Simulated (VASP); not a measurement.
# TiCo (Pm-3m) in VASP: single point with PBE

Aim: the single point of TiCo with PBE.

Program: VASP 6.6.1. These are calculated values, not measurements. Logs are shortened: lines on timing, memory, paths and dates and some standing lists are left out, and cuts for length are marked.

### Step 1. The cell of the first run

Symmetry: Pm-3m, No. 221, cubic system. The conventional cell has a = 2.986 Å, b = 2.986 Å, c = 2.986 Å, α = 90.00°, β = 90.00°, γ = 90.00°. Within 3.4 Å of Ti (site symmetry m-3m) lie 8 Co at 2.59 Å and 6 Ti at 2.99 Å. Co (site symmetry m-3m) has 8 Ti at 2.59 Å and 6 Co at 2.99 Å within 3.4 Å.

### Step 2. Single point, PBE, collinear spin, ferromagnetic start

File INCAR:

```
PREC     = Accurate       # precision mode
ENCUT    = 600            # plane-wave cutoff, eV
EDIFF    = 1E-6           # SCF threshold, eV
ISMEAR   = 0              # smearing method
SIGMA    = 0.1            # smearing width, eV
LREAL    = False          # projectors in reciprocal space
LASPH    = True           # aspherical terms in the spheres
NELM     = 200            # most SCF steps
ALGO     = Normal         # electronic algorithm
ISIF     = 2              # what is computed and relaxed
LWAVE    = False          # write WAVECAR
LCHARG   = False          # write CHGCAR
ISPIN    = 2              # spin polarisation
MAGMOM   = 0 0.6          # initial moments
LORBIT   = 11             # projections on sites
LMAXMIX  = 4              # l up to which the mixer works
GGA      = PE             # functional
NBANDS   = 22             # bands
GGA_COMPAT= False
```

File KPOINTS:

```
regular mesh
0
Gamma
  6 6 6
```

File POSCAR:

```
TiCo
1.0
    2.9861109900      0.0000000000      0.0000000000
    0.0000000000      2.9861109900      0.0000000000
    0.0000000000      0.0000000000      2.9861109900
Ti Co
1 1
Direct
    0.0000000000      0.0000000000      0.0000000000
    0.5000000000      0.5000000000      0.5000000000
```

Potentials or basis: VASP PAW PBE potentials, release 64 (Ti_sv, Co).

Run with:

```sh
$ cat potpaw_PBE.64/Ti_sv/POTCAR potpaw_PBE.64/Co/POTCAR > POTCAR
$ mpirun -np 1 vasp_std > vasp.out
```

OUTCAR:

```text
PREC = Accurate
   ENCUT = 600
   EDIFF = 1E-6
   ISMEAR = 0
   LREAL = False
   LASPH = True
   NELM = 200
   ISIF = 2
   ISPIN = 2
   LORBIT = 11
   GGA = PE

 ion  position               nearest neighbor table
   1  0.000  0.000  0.000-   2 2.59   2 2.59   2 2.59   2 2.59   2 2.59   2 2.59   2 2.59   2 2.59

   2  0.500  0.500  0.500-   1 2.59   1 2.59   1 2.59   1 2.59   1 2.59   1 2.59   1 2.59   1 2.59

  LATTYP: Found a simple cubic cell.
 ALAT       =     2.9861109900

  Lattice vectors:

 A1 = (   2.9861109900,   0.0000000000,   0.0000000000)
 A2 = (   0.0000000000,   2.9861109900,   0.0000000000)
 A3 = (   0.0000000000,   0.0000000000,   2.9861109900)

Analysis of symmetry for initial positions (statically):
=====================================================================
 Subroutine PRICEL returns:
 Original cell was already a primitive cell.

 Routine SETGRP: Setting up the symmetry group for a
 simple cubic supercell.

 Subroutine GETGRP returns: Found 48 space group operations
 (whereof 48 operations were pure point group operations)
 out of a pool of 48 trial point group operations.

The static configuration has the point symmetry O_h .

Analysis of symmetry for dynamics (positions and initial velocities):
=====================================================================
 Subroutine PRICEL returns:
 Original cell was already a primitive cell.

 Routine SETGRP: Setting up the symmetry group for a
 simple cubic supercell.

 Subroutine GETGRP returns: Found 48 space group operations
 (whereof 48 operations were pure point group operations)
 out of a pool of 48 trial point group operations.

The dynamic configuration has the point symmetry O_h .

Analysis of structural, dynamic, and magnetic symmetry:
=====================================================================
 Subroutine PRICEL returns:
 Original cell was already a primitive cell.

 Routine SETGRP: Setting up the symmetry group for a
 simple cubic supercell.

 Subroutine GETGRP returns: Found 48 space group operations
 (whereof 48 operations were pure point group operations)
 out of a pool of 48 trial point group operations.

The overall configuration has the point symmetry O_h .

 Subroutine INISYM returns: Found 48 space group operations
 (whereof 48 operations are pure point group operations),
 and found     1 'primitive' translations

----------------------------------------------------------------------------------------

                                     Primitive cell

  volume of cell :      26.6267

  direct lattice vectors                    reciprocal lattice vectors
     2.986110990  0.000000000  0.000000000     0.334883735  0.000000000  0.000000000
     0.000000000  2.986110990  0.000000000     0.000000000  0.334883735  0.000000000
     0.000000000  0.000000000  2.986110990     0.000000000  0.000000000  0.334883735

  length of vectors
     2.986110990  2.986110990  2.986110990     0.334883735  0.334883735  0.334883735

  position of ions in fractional coordinates (direct lattice)
     0.000000000  0.000000000  0.000000000
     0.500000000  0.500000000  0.500000000

  ion indices of the primitive-cell ions
   primitive index   ion index
                 1           1
                 2           2

----------------------------------------------------------------------------------------

 KPOINTS: regular mesh

Automatic generation of k-mesh.
 Grid dimensions read from file:
 generate k-points for:    6    6    6

 Generating k-lattice:

  Cartesian coordinates                     Fractional coordinates (reciprocal lattice)
     0.055813956  0.000000000  0.000000000     0.166666667  0.000000000  0.000000000
     0.000000000  0.055813956  0.000000000     0.000000000  0.166666667  0.000000000
     0.000000000  0.000000000  0.055813956     0.000000000  0.000000000  0.166666667

  Length of vectors
     0.055813956  0.055813956  0.055813956

  Shift w.r.t. Gamma in fractional coordinates (k-lattice)
     0.000000000  0.000000000  0.000000000

 Subroutine IBZKPT returns following result:
 ===========================================

 Found     20 irreducible k-points:

 Following reciprocal coordinates:
            Coordinates               Weight
  0.000000  0.000000  0.000000      1.000000
  0.166667  0.000000  0.000000      6.000000
  0.333333  0.000000  0.000000      6.000000
  0.500000  0.000000  0.000000      3.000000
  0.166667  0.166667  0.000000     12.000000
  0.333333  0.166667  0.000000     24.000000
[... 12 lines left out ...]
  0.500000  0.500000  0.333333      6.000000
  0.500000  0.500000  0.500000      1.000000
   k-points           NKPTS =     20   k-points in BZ     NKDIM =     20   number of bands    NBANDS=     22
   number of dos      NEDOS =    301   number of ions     NIONS =      2
   total plane-waves  NPLWV =  13824
   dimension x,y,z NGX =    24 NGY =   24 NGZ =   24
   dimension x,y,z NGXF=    48 NGYF=   48 NGZF=   48
   ions per type =               1   1
   NGX,Y,Z   is equivalent  to a cutoff of  13.36, 13.36, 13.36 a.u.
   NGXF,Y,Z  is equivalent  to a cutoff of  26.72, 26.72, 26.72 a.u.
 SYSTEM =  unknown system
   PREC   = accura    normal or accurate (medium, high low for compatibility)
   ISTART =      0    job   : 0-new  1-cont  2-samecut
   ICHARG =      2    charge: 1-file 2-atom 10-const
   ISPIN  =      2    spin polarized calculation?
   LNONCOLLINEAR =      F non collinear calculations
   LSORBIT =      F    spin-orbit coupling
   LASPH  =      T    aspherical Exc in radial PAW
   ENCUT  =  600.0 eV  44.10 Ry    6.64 a.u.   5.96  5.96  5.96*2*pi/ulx,y,z
   NELM   =    200;   NELMIN=  2; NELMDL= -5     # of ELM steps
   EDIFF  = 0.1E-05   stopping-criterion for ELM
   LREAL  =      F    real-space projection
   EDIFFG = 0.1E-04   stopping-criterion for IOM
   NSW    =      0    number of steps for IOM
   IBRION =     -1    ionic relax: 0-MD 1-quasi-New 2-CG
   NFREE  =      0    steps in history (QN), initial steepest desc. (CG)
   ISIF   =      2    stress and relaxation
   ISYM   =      2    0-nonsym 1-usesym 2-fastsym
   POTIM  = 0.5000    time-step for ionic-motion
   TEBEG  =    0.0;   TEEND  =   0.0 temperature during run
   PSTRESS=    0.0 pullay stress
   NELECT =      21.0000    total number of electrons
   NUPDOWN=      -1.0000    fix difference up-down
   EMIN   =  10.00;   EMAX   =-10.00  energy-range for DOS
   EFERMI =   0.00;   METHOD = LEGACY
   ISMEAR =     0;   SIGMA  =   0.10  broadening in eV -4-tet -1-fermi 0-gaus
   EFERMI_NEDOS =   21; number of points for ismear=-14 and -15
   IALGO  =     38    algorithm
   IMIX   =      4    mixing-type and parameters
     AMIX     =   0.40;   BMIX     =  1.00
     AMIX_MAG =   1.60;   BMIX_MAG =  1.00
  volume/ion in A,a.u.               =      13.31        89.84
  Fermi-wavevector in a.u.,A,eV,Ry     =   1.512546  2.858298 31.127355  2.287796
  Thomas-Fermi vector in A             =   2.622456
   LORBIT       =     11    0 simple, 1 ext, 2 COOP (PROOUT), +10 PAW based schemes
   GGA     = PE    functional components
   LHFCALC =     F    Hartree Fock is set to
   AEXX    =    0.0000 exact exchange contribution
   IVDW    =     0    specifies the selected vdW correction
   LEPSILON=     F    determine dielectric tensor
   LRPA    =     F    only Hartree local field effects (RPA)
 spin polarized calculation
 Gauss-broadening in eV      SIGMA  =   0.10
  energy-cutoff  :      600.00
  volume of cell :       26.63
 maximum number of plane-waves:       912
 NGX is ok and might be reduce to    24
   NGX = 11   NGY = 11   NGZ = 11

 number of electron      20.9999983 magnetization       0.3680179

 Free energy of the ion-electron system (eV)
  ---------------------------------------------------
  ext. energy  EPLUGINS =         0.00000000
  ---------------------------------------------------
  free energy    TOTEN  =       -15.67001504 eV

  energy without entropy =      -15.65874953  energy(sigma->0) =      -15.66438229

 E-fermi :   9.9267     XC(G=0): -12.5747

 val. band max:        9.9221401060   @ k =   0.5000   0.3333   0.1667
 cond. band min:      10.0046882162   @ k =   0.5000   0.1667   0.0000
 fundamental gap:      0.0825481102
 Fermi energy:         9.9267321720

 spin component 1

 k-point     1 :       0.0000    0.0000    0.0000
  band No.  band energies     occupation
      1     -47.2710      1.00000
      2     -23.3611      1.00000
      3     -23.3611      1.00000
      4     -23.3611      1.00000
      5       2.2658      1.00000
      6       5.9822      1.00000
[... 14 lines left out ...]
     21      29.3136      0.00000
     22      30.8639      0.00000
[... 451 lines left out ...]
 k-point    20 :       0.5000    0.5000    0.5000
  band No.  band energies     occupation
      1     -47.1819      1.00000
      2     -23.5836      1.00000
      3     -23.5836      1.00000
      4     -23.5836      1.00000
      5       7.3251      1.00000
      6       7.3251      1.00000
[... 14 lines left out ...]
     21      19.6648      0.00000
     22      23.6200      0.00000
 Fermi energy:         9.9267321720

 spin component 2

 k-point     1 :       0.0000    0.0000    0.0000
  band No.  band energies     occupation
      1     -47.3467      1.00000
      2     -23.4375      1.00000
      3     -23.4375      1.00000
      4     -23.4375      1.00000
      5       2.2235      1.00000
      6       6.2949      1.00000
[... 14 lines left out ...]
     21      29.3485      0.00000
     22      30.7568      0.00000
[... 452 lines left out ...]
  band No.  band energies     occupation
      1     -47.2571      1.00000
      2     -23.6618      1.00000
      3     -23.6618      1.00000
      4     -23.6618      1.00000
      5       7.5810      1.00000
      6       7.5810      1.00000
[... 14 lines left out ...]
     21      19.6657      0.00000
     22      23.5196      0.00000

------------------------ aborting loop because EDIFF is reached ----------------------------------------

  FORCE on cell =-STRESS in cart. coord.  units (eV):
  Direction    XX          YY          ZZ          XY          YZ          ZX
  --------------------------------------------------------------------------------------
  -------------------------------------------------------------------------------------
  Total       -0.3898151     -0.3898151     -0.3898151     -0.0000000     -0.0000000      0.0000000
  in kB      -23.4558651    -23.4558651    -23.4558651     -0.0000000     -0.0000000      0.0000000
  external PRESSURE =     -23.4558651 kB  Pullay stress =       0.0000000 kB

 VOLUME and BASIS-vectors are now :
 -----------------------------------------------------------------------------
  energy-cutoff  :      600.00
  volume of cell :       26.63
      direct lattice vectors                 reciprocal lattice vectors
     2.986110990  0.000000000  0.000000000     0.334883735  0.000000000  0.000000000
     0.000000000  2.986110990  0.000000000     0.000000000  0.334883735  0.000000000
     0.000000000  0.000000000  2.986110990     0.000000000  0.000000000  0.334883735

 POSITION                                       TOTAL-FORCE (eV/Angst)
 -----------------------------------------------------------------------------------
      0.00000      0.00000      0.00000         0.000000      0.000000      0.000000
      1.49306      1.49306      1.49306         0.000000      0.000000      0.000000
 -----------------------------------------------------------------------------------
    total drift:                                0.000000      0.000000     -0.000000

  FREE ENERGIE OF THE ION-ELECTRON SYSTEM (eV)
  ---------------------------------------------------
  free  energy   TOTEN  =       -15.6700150430 eV

  energy  without entropy=      -15.6587495337  energy(sigma->0) =      -15.66438229

 total charge

# of ion       s       p       d       tot
------------------------------------------
    1        2.246   6.181   1.849  10.276
    2        0.519   0.450   7.332   8.301
--------------------------------------------------
tot          2.766   6.631   9.181  18.578

 magnetization (x)

# of ion       s       p       d       tot
------------------------------------------
    1       -0.004  -0.010  -0.078  -0.092
    2        0.017  -0.010   0.502   0.509
--------------------------------------------------
tot          0.014  -0.020   0.424   0.417
```

Wall time 39 s (1 thread of Intel Xeon Platinum 8375C at 2.90GHz (Ice Lake), shared host); peak memory 0.16 GiB.

Results:

```
Free energy                                           : -15.6700 eV
Pressure                                              : -2.3 GPa
Net moment                                            : 0.37 μB per cell
Site moments                                          : Ti -0.09; Co +0.51 μB
Valence electrons inside the program's atomic spheres : Ti 10.28; Co 8.30
```
